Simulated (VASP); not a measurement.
# Cd (P6/mmm) in VASP: a series of runs

Cd is run at these levels: PBEsol; tasks: single point.

Everything below comes from runs of VASP 6.6.1. Logs are shortened: lines on timing, memory, paths and dates and some standing lists are left out, and cuts for length are marked.

## Step 1: The cell of the first run

Symmetry: P6/mmm, No. 191, hexagonal system. Conventional cell: a = 2.325 Å, b = 2.325 Å, c = 2.264 Å, α = 90.00°, β = 90.00°, γ = 120.00°. Cd (site symmetry 6/mmm) has 8 Cd at 2.26 to 2.33 Å within 3.0 Å.

## Step 2: Single point, PBEsol

Contents of INCAR:

```
  PREC = Accurate
  ENCUT = 520
  EDIFF = 1E-6
  ISMEAR = -1
  SIGMA = 0.1
  LREAL = F
  LASPH = T
  NELM = 80
  ALGO = Normal
  ISIF = 2
  LWAVE = F
  LCHARG = F
  GGA = PS
  NBANDS = 12
```

Contents of KPOINTS:

```
regular mesh
0
Gamma
  19 19 17
```

Contents of POSCAR:

```
Cd
1.0
    2.3251394532      0.0000000000      0.0000000000
   -1.1625697266      2.0136298338      0.0000000000
    0.0000000000      0.0000000000      2.2644928471
Cd
1
Direct
    0.0000000000      0.0000000000      0.0000000000
```

Potentials or basis: VASP PAW PBE potentials, release 64 (Cd).

Run with:

```
> cat potpaw_PBE.64/Cd/POTCAR > POTCAR
> mpirun -np 1 vasp_std > vasp.out
```

OUTCAR:

```text
PREC = Accurate
   ENCUT = 520
   EDIFF = 1E-6
   ISMEAR = -1
   LREAL = F
   LASPH = T
   NELM = 80
   ISIF = 2
   GGA = PS

 ion  position               nearest neighbor table
   1  0.000  0.000  0.000-

  LATTYP: Found a hexagonal cell.
 ALAT       =     2.3251394532
 C/A-ratio  =     0.9739170027

  Lattice vectors:

 A1 = (   2.3251394532,   0.0000000000,   0.0000000000)
 A2 = (  -1.1625697266,   2.0136298338,   0.0000000000)
 A3 = (   0.0000000000,   0.0000000000,   2.2644928471)

Analysis of symmetry for initial positions (statically):
=====================================================================
 Subroutine PRICEL returns:
 Original cell was already a primitive cell.

 Routine SETGRP: Setting up the symmetry group for a
 hexagonal supercell.

 Subroutine GETGRP returns: Found 24 space group operations
 (whereof 24 operations were pure point group operations)
 out of a pool of 24 trial point group operations.

The static configuration has the point symmetry D_6h.

Analysis of symmetry for dynamics (positions and initial velocities):
=====================================================================
 Subroutine PRICEL returns:
 Original cell was already a primitive cell.

 Routine SETGRP: Setting up the symmetry group for a
 hexagonal supercell.

 Subroutine GETGRP returns: Found 24 space group operations
 (whereof 24 operations were pure point group operations)
 out of a pool of 24 trial point group operations.

The dynamic configuration has the point symmetry D_6h.

 Subroutine INISYM returns: Found 24 space group operations
 (whereof 24 operations are pure point group operations),
 and found     1 'primitive' translations

----------------------------------------------------------------------------------------

                                     Primitive cell

  volume of cell :      10.6023

  direct lattice vectors                    reciprocal lattice vectors
     2.325139453  0.000000000  0.000000000     0.430081731  0.248307803  0.000000000
    -1.162569727  2.013629834  0.000000000     0.000000000  0.496615606  0.000000000
     0.000000000  0.000000000  2.264492847     0.000000000  0.000000000  0.441599982

  length of vectors
     2.325139453  2.325139453  2.264492847     0.496615606  0.496615606  0.441599982

  position of ions in fractional coordinates (direct lattice)
     0.000000000  0.000000000  0.000000000

  ion indices of the primitive-cell ions
   primitive index   ion index
                 1           1

----------------------------------------------------------------------------------------

 KPOINTS: regular mesh

Automatic generation of k-mesh.
 Grid dimensions read from file:
 generate k-points for:   19   19   17

 Generating k-lattice:

  Cartesian coordinates                     Fractional coordinates (reciprocal lattice)
     0.022635881  0.013068832  0.000000000     0.052631579  0.000000000  0.000000000
     0.000000000  0.026137663  0.000000000     0.000000000  0.052631579  0.000000000
     0.000000000  0.000000000  0.025976470     0.000000000  0.000000000  0.058823529

  Length of vectors
     0.026137663  0.026137663  0.025976470

  Shift w.r.t. Gamma in fractional coordinates (k-lattice)
     0.000000000  0.000000000  0.000000000

 Subroutine IBZKPT returns following result:
 ===========================================

 Found    360 irreducible k-points:

 Following reciprocal coordinates:
            Coordinates               Weight
  0.000000  0.000000  0.000000      1.000000
  0.052632 -0.000000  0.000000      6.000000
  0.105263 -0.000000  0.000000      6.000000
  0.157895 -0.000000  0.000000      6.000000
  0.210526 -0.000000  0.000000      6.000000
  0.263158  0.000000  0.000000      6.000000
[... 16 lines left out ...]
  0.263158  0.105263  0.000000     12.000000
  0.315789  0.105263  0.000000     12.000000
 [... further k-points ...]
   k-points           NKPTS =    360   k-points in BZ     NKDIM =    360   number of bands    NBANDS=     12
   number of dos      NEDOS =    301   number of ions     NIONS =      1
   total plane-waves  NPLWV =   5832
   dimension x,y,z NGX =    18 NGY =   18 NGZ =   18
   dimension x,y,z NGXF=    36 NGYF=   36 NGZF=   36
   ions per type =               1
   NGX,Y,Z   is equivalent  to a cutoff of  12.87, 12.87, 13.21 a.u.
   NGXF,Y,Z  is equivalent  to a cutoff of  25.74, 25.74, 26.43 a.u.
 SYSTEM =  unknown system
   PREC   = accura    normal or accurate (medium, high low for compatibility)
   ISTART =      0    job   : 0-new  1-cont  2-samecut
   ICHARG =      2    charge: 1-file 2-atom 10-const
   ISPIN  =      1    spin polarized calculation?
   LNONCOLLINEAR =      F non collinear calculations
   LSORBIT =      F    spin-orbit coupling
   LASPH  =      T    aspherical Exc in radial PAW
   ENCUT  =  520.0 eV  38.22 Ry    6.18 a.u.   4.32  4.32  4.21*2*pi/ulx,y,z
   NELM   =     80;   NELMIN=  2; NELMDL= -5     # of ELM steps
   EDIFF  = 0.1E-05   stopping-criterion for ELM
   LREAL  =      F    real-space projection
   EDIFFG = 0.1E-04   stopping-criterion for IOM
   NSW    =      0    number of steps for IOM
   IBRION =     -1    ionic relax: 0-MD 1-quasi-New 2-CG
   NFREE  =      0    steps in history (QN), initial steepest desc. (CG)
   ISIF   =      2    stress and relaxation
   ISYM   =      2    0-nonsym 1-usesym 2-fastsym
   POTIM  = 0.5000    time-step for ionic-motion
   TEBEG  =    0.0;   TEEND  =   0.0 temperature during run
   PSTRESS=    0.0 pullay stress
   NELECT =      12.0000    total number of electrons
   NUPDOWN=      -1.0000    fix difference up-down
   EMIN   =  10.00;   EMAX   =-10.00  energy-range for DOS
   EFERMI =   0.00;   METHOD = LEGACY
   ISMEAR =    -1;   SIGMA  =   0.10  broadening in eV -4-tet -1-fermi 0-gaus
   EFERMI_NEDOS =   21; number of points for ismear=-14 and -15
   IALGO  =     38    algorithm
   IMIX   =      4    mixing-type and parameters
     AMIX     =   0.40;   BMIX     =  1.00
     AMIX_MAG =   1.60;   BMIX_MAG =  1.00
  volume/ion in A,a.u.               =      10.60        71.55
  Fermi-wavevector in a.u.,A,eV,Ry     =   1.706090  3.224043 39.603084  2.910745
  Thomas-Fermi vector in A             =   2.785191
   LORBIT       =      0    0 simple, 1 ext, 2 COOP (PROOUT), +10 PAW based schemes
   GGA     = PS    functional components
   LHFCALC =     F    Hartree Fock is set to
   AEXX    =    0.0000 exact exchange contribution
   IVDW    =     0    specifies the selected vdW correction
   LEPSILON=     F    determine dielectric tensor
   LRPA    =     F    only Hartree local field effects (RPA)
 non-spin polarized calculation
  energy-cutoff  :      520.00
  volume of cell :       10.60
 maximum number of plane-waves:       302
 NGX is ok and might be reduce to    18
   NGX =  9   NGY =  9   NGZ =  9

 number of electron      12.0000003 magnetization

 Free energy of the ion-electron system (eV)
  ---------------------------------------------------
  ext. energy  EPLUGINS =         0.00000000
  ---------------------------------------------------
  free energy    TOTEN  =         4.54659602 eV

  energy without entropy =        4.55293234  energy(sigma->0) =        4.54976418

 E-fermi :  11.9099     XC(G=0): -15.5038

 val. band max:       11.9050702370   @ k =   0.3158   0.2105   0.4118
 cond. band min:      11.9383134569   @ k =   0.2632   0.2632   0.4118
 fundamental gap:      0.0332432199
 Fermi energy:        11.9098732833

 k-point     1 :       0.0000    0.0000    0.0000
  band No.  band energies     occupation
      1      -5.7654      2.00000
      2      -5.2966      2.00000
      3      -2.5395      2.00000
      4      -2.5395      2.00000
      5       1.2286      2.00000
      6       1.2286      2.00000
      7      24.8486      0.00000
      8      26.9630      0.00000
      9      33.5786      0.00000
     10      34.5714      0.00000
     11      34.5714      0.00000
     12      38.5586      0.00000

 k-point     2 :       0.0526   -0.0000    0.0000
  band No.  band energies     occupation
      1      -5.6521      2.00000
      2      -5.2312      2.00000
      3      -2.6046      2.00000
      4      -2.4426      2.00000
      5       1.1488      2.00000
      6       1.2138      2.00000
      7      25.0608      0.00000
      8      26.9651      0.00000
      9      32.9112      0.00000
     10      33.7545      0.00000
     11      34.0451      0.00000
     12      39.4470      0.00000

 k-point     3 :       0.1053   -0.0000    0.0000
  band No.  band energies     occupation
      1      -5.4018      2.00000
      2      -4.9763      2.00000
      3      -2.7626      2.00000
      4      -2.1579      2.00000
      5       0.9232      2.00000
      6       1.1711      2.00000
      7      25.6807      0.00000
      8      26.7109      0.00000
      9      31.2484      0.00000
     10      32.1931      0.00000
     11      33.7460      0.00000
     12      40.9187      0.00000
[... 286 lines left out ...]
 k-point    23 :       0.2632    0.1053    0.0000
  band No.  band energies     occupation
      1      -4.7141      2.00000
      2      -4.1700      2.00000
      3      -1.3643      2.00000
      4      -0.5953      2.00000
      5       0.7188      2.00000
      6       1.9139      2.00000
      7      18.3815      0.00000
      8      23.0936      0.00000
      9      31.4434      0.00000
     10      31.5524      0.00000
     11      35.0129      0.00000
     12      42.8551      0.00000

 k-point    24 :       0.3158    0.1053    0.0000
  band No.  band energies     occupation
      1      -4.9568      2.00000
      2      -4.0361      2.00000
      3      -0.8678      2.00000
      4      -0.4924      2.00000
      5       0.6247      2.00000
      6       3.3144      2.00000
      7      15.9591      0.00000
      8      22.1854      0.00000
      9      31.0996      0.00000
     10      33.1810      0.00000
     11      35.2249      0.00000
     12      41.7702      0.00000

 [... further k-points ...]
[... 5 lines left out ...]
  --------------------------------------------------------------------------------------
  -------------------------------------------------------------------------------------
  Total       21.6184982     21.6184982     21.5577755      0.0000000     -0.0000000      0.0000000
  in kB     3266.9050123   3266.9050122   3257.7288343      0.0000000     -0.0000000      0.0000000
  external PRESSURE =    3263.8462863 kB  Pullay stress =       0.0000000 kB

 VOLUME and BASIS-vectors are now :
 -----------------------------------------------------------------------------
  energy-cutoff  :      520.00
  volume of cell :       10.60
      direct lattice vectors                 reciprocal lattice vectors
     2.325139453  0.000000000  0.000000000     0.430081731  0.248307803  0.000000000
    -1.162569727  2.013629834  0.000000000     0.000000000  0.496615606  0.000000000
     0.000000000  0.000000000  2.264492847     0.000000000  0.000000000  0.441599982

 POSITION                                       TOTAL-FORCE (eV/Angst)
 -----------------------------------------------------------------------------------
      0.00000      0.00000      0.00000         0.000000      0.000000      0.000000
 -----------------------------------------------------------------------------------
    total drift:                               -0.000000      0.000000      0.000000

  FREE ENERGIE OF THE ION-ELECTRON SYSTEM (eV)
  ---------------------------------------------------
  free  energy   TOTEN  =         4.5465960166 eV

  energy  without entropy=        4.5529323390  energy(sigma->0) =        4.54976418
```

Wall time 19 s (1 thread of Intel Xeon Platinum 8488C (Sapphire Rapids), shared host); peak memory 0.15 GiB.

What came out:

```yaml
Free_energy: 4.5466 eV
Pressure: 326.4 GPa
Band_gap_on_the_k_mesh: zero (band 6 reaches 15.89 eV, above the bottom of band 7 at 9.62 eV)
```

Caveat: the PAW data sets were made with another functional, which shifts forces and pressure a little.

## Step 3: Single point, PBEsol

Contents of INCAR:

```
ALGO     = Normal         # electronic algorithm
EDIFF    = 1E-6           # SCF threshold, eV
ENCUT    = 520            # plane-wave cutoff, eV
GGA      = PS             # functional
ISIF     = 2              # what is computed and relaxed
ISMEAR   = -1             # smearing method
LASPH    = True           # aspherical terms in the spheres
LCHARG   = False          # write CHGCAR
LREAL    = False          # projectors in reciprocal space
LWAVE    = False          # write WAVECAR
NBANDS   = 12             # bands
NELM     = 80             # most SCF steps
PREC     = Accurate       # precision mode
SIGMA    = 0.1            # smearing width, eV
```

Contents of KPOINTS:

```
k-points
0
Gamma
  19 19 17
```

Contents of POSCAR:

```
Cd
1.0
    2.3253281666      0.0000000000      0.0000000000
   -1.1626640833      2.0137932644      0.0000000000
    0.0000000000      0.0000000000      2.2647340380
Cd
1
Direct
    0.0000000000      0.0000000000      0.0000000000
```

Potentials or basis: VASP PAW PBE potentials, release 64 (Cd).

Run with:

```
> cat potpaw_PBE.64/Cd/POTCAR > POTCAR
> mpirun -np 1 vasp_std > vasp.out
```

It took 19 s on 1 thread of Intel Xeon Platinum 8488C (Sapphire Rapids), shared host; peak memory 0.15 GiB.

It converged, with:

```
Free energy            : 4.5408 eV
Pressure               : 326.0 GPa
Band gap on the k mesh : zero (band 6 reaches 15.88 eV, above the bottom of band 7 at 9.61 eV)
```

Stress tensor (GPa, compression positive):
```
326.35   0.00   0.00
  0.00 326.35   0.00
  0.00   0.00 325.41
```

Levels at points of the mesh, in eV from the Fermi level:
```tsv
k point	band 4	band 5	band 6	band 7	band 8	band 9
(0.00, 0.00, 0.00)	-14.45	-10.68	-10.68	12.94	15.05	21.66
```

Caveat: the PAW data sets were made with another functional, which shifts forces and pressure a little.
